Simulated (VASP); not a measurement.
# BaTiO3 (R3m) in VASP: further runs

BaTiO3 is run at these levels: PBE; tasks: electric field gradients, density of states.

Everything below comes from runs of VASP 6.6.1. Logs are shortened: lines on timing, memory, paths and dates and some standing lists are left out, and cuts for length are marked.

## Step 1: The cell of the first run

Symmetry: R3m, No. 160, trigonal system. The conventional cell has a = 5.730 Å, b = 5.730 Å, c = 7.045 Å, α = 90.00°, β = 90.00°, γ = 120.00°. Within 3.7 Å of Ba (site symmetry 3m) lie 12 O at 2.82 to 2.92 Å and 8 Ti at 3.42 to 3.62 Å. Ti (site symmetry 3m) has 6 O at 1.90 to 2.16 Å within 2.5 Å. Within 2.5 Å of O (site symmetry m) lie 2 Ti at 1.90 to 2.16 Å.

## Step 2: Electric field gradients, PBE (volume scaled by 1.04)

INCAR

```
PREC     = Accurate       # precision mode
ENCUT    = 520            # plane-wave cutoff, eV
EDIFF    = 1E-8           # SCF threshold, eV
ISMEAR   = -1             # smearing method
SIGMA    = 0.05           # smearing width, eV
LREAL    = False          # projectors in reciprocal space
LASPH    = True           # aspherical terms in the spheres
NELM     = 100            # most SCF steps
ALGO     = Normal         # electronic algorithm
ISIF     = 2              # what is computed and relaxed
LWAVE    = False          # write WAVECAR
LCHARG   = False          # write CHGCAR
GGA      = PE             # functional
LEFG     = True         
NBANDS   = 28             # bands
```

KPOINTS

```
Automatic mesh
0
Gamma
  9 9 9
```

POSCAR

```
BaTiO3
1.0
    2.8648785846      1.6540384220      2.3482315742
   -2.8648785846      1.6540384220      2.3482315742
    0.0000000000     -3.3080768441      2.3482315742
Ba Ti O
1 1 3
Direct
    0.0000000000      0.0000000000      0.0000000000
    0.5140000000      0.5140000000      0.5140000000
    0.4916000000      0.4916000000      0.9815000000
    0.4916000000      0.9815000000      0.4916000000
    0.9815000000      0.4916000000      0.4916000000
```

Potentials or basis: VASP PAW PBE potentials, release 64 (Ba_sv, Ti_sv, O).

Run with:

```console
$ cat potpaw_PBE.64/Ba_sv/POTCAR potpaw_PBE.64/Ti_sv/POTCAR potpaw_PBE.64/O/POTCAR > POTCAR
$ mpirun -np 1 vasp_std > vasp.out
```

OUTCAR:

```text
PREC = Accurate
   ENCUT = 520
   EDIFF = 1E-8
   ISMEAR = -1
   LREAL = False
   LASPH = True
   NELM = 100
   ISIF = 2
   GGA = PE

 ion  position               nearest neighbor table
   1  0.000  0.000  0.000-   3 2.82   4 2.82   5 2.82   3 2.87   3 2.87   5 2.87   4 2.87   4 2.87
                             5 2.87   3 2.92   4 2.92   5 2.92   2 3.42   2 3.48   2 3.48   2 3.48
   2  0.514  0.514  0.514-   4 1.90   5 1.90   3 1.90   4 2.16   5 2.16   3 2.16   1 3.42   1 3.48
                             1 3.48   1 3.48   1 3.54   1 3.54   1 3.54   1 3.62
   3  0.492  0.492  0.981-   2 1.90   2 2.16   1 2.82   1 2.87   1 2.87   1 2.92
   4  0.492  0.981  0.492-   2 1.90   2 2.16   1 2.82   1 2.87   1 2.87   1 2.92
   5  0.981  0.492  0.492-   2 1.90   2 2.16   1 2.82   1 2.87   1 2.87   1 2.92

  LATTYP: Found a trigonal (rhomboedric) cell.
 ALAT       =     4.0567923205
 COS(alpha) =     0.0025827226

  Lattice vectors:

 A1 = (   2.8648785846,   1.6540384220,   2.3482315742)
 A2 = (  -2.8648785846,   1.6540384220,   2.3482315742)
 A3 = (   0.0000000000,  -3.3080768441,   2.3482315742)

Analysis of symmetry for initial positions (statically):
=====================================================================
 Subroutine PRICEL returns:
 Original cell was already a primitive cell.

 Routine SETGRP: Setting up the symmetry group for a
 trigonal (rhombohedral) supercell.

 Subroutine GETGRP returns: Found  6 space group operations
 (whereof  6 operations were pure point group operations)
 out of a pool of 12 trial point group operations.

The static configuration has the point symmetry C_3v.

Analysis of symmetry for dynamics (positions and initial velocities):
=====================================================================
 Subroutine PRICEL returns:
 Original cell was already a primitive cell.

 Routine SETGRP: Setting up the symmetry group for a
 trigonal (rhombohedral) supercell.

 Subroutine GETGRP returns: Found  6 space group operations
 (whereof  6 operations were pure point group operations)
 out of a pool of 12 trial point group operations.

The dynamic configuration has the point symmetry C_3v.

 Subroutine INISYM returns: Found  6 space group operations
 (whereof  6 operations are pure point group operations),
 and found     1 'primitive' translations

----------------------------------------------------------------------------------------

                                     Primitive cell

  volume of cell :      66.7643

  direct lattice vectors                    reciprocal lattice vectors
     2.864878585  1.654038422  2.348231574     0.174527466  0.100763480  0.141950793
    -2.864878585  1.654038422  2.348231574    -0.174527466  0.100763480  0.141950793
     0.000000000 -3.308076844  2.348231574     0.000000000 -0.201526959  0.141950793

  length of vectors
     4.056792321  4.056792321  4.056792321     0.246501811  0.246501811  0.246501811

  position of ions in fractional coordinates (direct lattice)
     0.000000000  0.000000000  0.000000000
     0.514000000  0.514000000  0.514000000
     0.491600000  0.491600000  0.981500000
     0.491600000  0.981500000  0.491600000
     0.981500000  0.491600000  0.491600000

  ion indices of the primitive-cell ions
   primitive index   ion index
                 1           1
                 2           2
                 3           3
                 4           4
                 5           5

----------------------------------------------------------------------------------------

 KPOINTS: Automatic mesh

Automatic generation of k-mesh.
 Grid dimensions read from file:
 generate k-points for:    9    9    9

 Generating k-lattice:

  Cartesian coordinates                     Fractional coordinates (reciprocal lattice)
     0.019391941  0.011195942  0.015772310     0.111111111  0.000000000  0.000000000
[... 45 lines left out ...]
   dimension x,y,z NGXF=    60 NGYF=   60 NGZF=   60
   ions per type =               1   1   3
   NGX,Y,Z   is equivalent  to a cutoff of  12.29, 12.29, 12.29 a.u.
   NGXF,Y,Z  is equivalent  to a cutoff of  24.59, 24.59, 24.59 a.u.
 SYSTEM =  unknown system
   PREC   = accura    normal or accurate (medium, high low for compatibility)
   ISTART =      0    job   : 0-new  1-cont  2-samecut
   ICHARG =      2    charge: 1-file 2-atom 10-const
   ISPIN  =      1    spin polarized calculation?
   LNONCOLLINEAR =      F non collinear calculations
   LSORBIT =      F    spin-orbit coupling
   LASPH  =      T    aspherical Exc in radial PAW
   ENCUT  =  520.0 eV  38.22 Ry    6.18 a.u.   7.54  7.54  7.54*2*pi/ulx,y,z
   NELM   =    100;   NELMIN=  2; NELMDL= -5     # of ELM steps
   EDIFF  = 0.1E-07   stopping-criterion for ELM
   LREAL  =      F    real-space projection
   EDIFFG = 0.1E-06   stopping-criterion for IOM
   NSW    =      0    number of steps for IOM
   IBRION =     -1    ionic relax: 0-MD 1-quasi-New 2-CG
   NFREE  =      0    steps in history (QN), initial steepest desc. (CG)
   ISIF   =      2    stress and relaxation
   ISYM   =      2    0-nonsym 1-usesym 2-fastsym
   POTIM  = 0.5000    time-step for ionic-motion
   TEBEG  =    0.0;   TEEND  =   0.0 temperature during run
   PSTRESS=    0.0 pullay stress
   NELECT =      40.0000    total number of electrons
   NUPDOWN=      -1.0000    fix difference up-down
   EMIN   =  10.00;   EMAX   =-10.00  energy-range for DOS
   EFERMI =   0.00;   METHOD = LEGACY
   ISMEAR =    -1;   SIGMA  =   0.05  broadening in eV -4-tet -1-fermi 0-gaus
   EFERMI_NEDOS =   21; number of points for ismear=-14 and -15
   IALGO  =     38    algorithm
   IMIX   =      4    mixing-type and parameters
     AMIX     =   0.40;   BMIX     =  1.00
     AMIX_MAG =   1.60;   BMIX_MAG =  1.00
  volume/ion in A,a.u.               =      13.35        90.11
  Fermi-wavevector in a.u.,A,eV,Ry     =   1.380109  2.608029 25.915042  1.904702
  Thomas-Fermi vector in A             =   2.505017
   LORBIT       =      0    0 simple, 1 ext, 2 COOP (PROOUT), +10 PAW based schemes
   GGA     = PE    functional components
   LHFCALC =     F    Hartree Fock is set to
   AEXX    =    0.0000 exact exchange contribution
   IVDW    =     0    specifies the selected vdW correction
   LEPSILON=     F    determine dielectric tensor
   LRPA    =     F    only Hartree local field effects (RPA)
 non-spin polarized calculation
  energy-cutoff  :      520.00
  volume of cell :       66.76
 maximum number of plane-waves:      1816
 NGX is ok and might be reduce to    30
   NGX = 15   NGY = 15   NGZ = 15

 number of electron      40.0000014 magnetization

 Free energy of the ion-electron system (eV)
  ---------------------------------------------------
  ext. energy  EPLUGINS =         0.00000000
  ---------------------------------------------------
  free energy    TOTEN  =       -40.04615451 eV

  energy without entropy =      -40.04615451  energy(sigma->0) =      -40.04615451

 E-fermi :   4.6533     XC(G=0): -11.0301

 val. band max:        3.4457472511   @ k =   0.4444   0.4444   0.4444
 cond. band min:       5.7322084562   @ k =   0.0000   0.0000   0.0000
 fundamental gap:      2.2864612051
 Fermi energy:         4.6533179139

 k-point     1 :       0.0000    0.0000    0.0000
  band No.  band energies     occupation
      1     -52.9903      2.00000
      2     -29.2254      2.00000
      3     -29.2192      2.00000
      4     -29.2192      2.00000
      5     -21.4308      2.00000
      6     -13.2664      2.00000
[... 733 lines left out ...]
     27      11.4213      0.00000
     28      12.9592      0.00000

 [... further k-points ...]
[... 5 lines left out ...]
  --------------------------------------------------------------------------------------
  -------------------------------------------------------------------------------------
  Total        0.0397510      0.0397510      0.0634473      0.0000000     -0.0000000     -0.0000000
  in kB        0.9539254      0.9539254      1.5225789      0.0000000     -0.0000000     -0.0000000
  external PRESSURE =       1.1434766 kB  Pullay stress =       0.0000000 kB

 VOLUME and BASIS-vectors are now :
 -----------------------------------------------------------------------------
  energy-cutoff  :      520.00
  volume of cell :       66.76
      direct lattice vectors                 reciprocal lattice vectors
     2.864878585  1.654038422  2.348231574     0.174527466  0.100763480  0.141950793
    -2.864878585  1.654038422  2.348231574    -0.174527466  0.100763480  0.141950793
     0.000000000 -3.308076844  2.348231574     0.000000000 -0.201526959  0.141950793

 POSITION                                       TOTAL-FORCE (eV/Angst)
 -----------------------------------------------------------------------------------
      0.00000      0.00000      0.00000         0.000000     -0.000000      0.087854
      0.00000     -0.00000      3.62097         0.000000     -0.000000      0.259348
      0.00000     -1.62063      4.61357         0.000000      0.036763     -0.115734
     -1.40350      0.81031      4.61357         0.031838     -0.018382     -0.115734
      1.40350      0.81031      4.61357        -0.031838     -0.018382     -0.115734
 -----------------------------------------------------------------------------------
    total drift:                               -0.000000      0.000004      0.000235

  FREE ENERGIE OF THE ION-ELECTRON SYSTEM (eV)
  ---------------------------------------------------
  free  energy   TOTEN  =       -40.0461545099 eV

  energy  without entropy=      -40.0461545099  energy(sigma->0) =      -40.04615451

 Electric field gradients (V/A^2)
---------------------------------------------------------------------
 ion       V_xx      V_yy      V_zz      V_xy      V_xz      V_yz
---------------------------------------------------------------------
   1      -1.695    -1.695     3.389     0.000    -0.000     0.000
   2      -5.009    -5.009    10.018    -0.000    -0.000     0.000
   3     -12.289    10.848     1.441    -0.000     0.000   -16.674
   4       5.064    -6.504     1.441   -10.018   -14.440     8.337
   5       5.064    -6.504     1.441    10.018    14.440     8.337
---------------------------------------------------------------------

 Electric field gradients after diagonalization (V/A^2)
 (convention: |V_zz| > |V_xx| > |V_yy|)
----------------------------------------------------------------------
 ion       V_xx      V_yy      V_zz     asymmetry (V_yy - V_xx)/ V_zz
----------------------------------------------------------------------
   1      -1.695    -1.695     3.389       0.000
   2      -5.009    -5.009    10.018       0.000
   3     -12.289   -11.180    23.469       0.047
   4     -12.289   -11.180    23.469       0.047
   5     -12.289   -11.180    23.469       0.047
----------------------------------------------------------------------

           NMR quadrupolar parameters

 Cq : quadrupolar parameter    Cq=e*Q*V_zz/h
 eta: asymmetry parameters     (V_yy - V_xx)/ V_zz
 Q  : nuclear electric quadrupole moment in mb (millibarn)
----------------------------------------------------------------------
 ion       Cq(MHz)       eta       Q (mb)
----------------------------------------------------------------------
   1       0.008       0.000       1.000
   2       0.024       0.000       1.000
   3       0.057       0.047       1.000
   4       0.057       0.047       1.000
   5       0.057       0.047       1.000
----------------------------------------------------------------------
```

Wall time 2.7 min (1 thread of AMD EPYC 7R13 (Zen 3), shared host); peak memory 0.25 GiB.

Results:

```
Free energy            : -40.0462 eV
Pressure               : 0.1 GPa
Largest force          : 0.259 eV/Å
Band gap on the k mesh : 2.29 eV, indirect (least direct gap 2.67 eV)
```

Forces on the atoms (eV/Å):
```
Ba   0.000  0.000  0.088
Ti   0.000  0.000  0.259
O    0.000  0.037 -0.116
O    0.032 -0.018 -0.116
O   -0.032 -0.018 -0.116
```

Electric field gradients, principal values (V/Å²):
| atom | least | middle | greatest (by size) |
| --- | --- | --- | --- |
| 1 Ba | -1.695 | -1.695 | 3.389 |
| 2 Ti | -5.009 | -5.009 | 10.018 |
| 3 O | -11.180 | -12.289 | 23.469 |
| 4 O | -11.180 | -12.289 | 23.469 |
| 5 O | -11.180 | -12.289 | 23.469 |

Caveat: without QUAD_EFG the Cq values of the log hold for a quadrupole moment of 1 mb, not for the nuclei; spin-orbit coupling is left out, which moves the levels of the heavy elements. A k mesh can miss the band edges.

(Continued in part 2 of 2.)
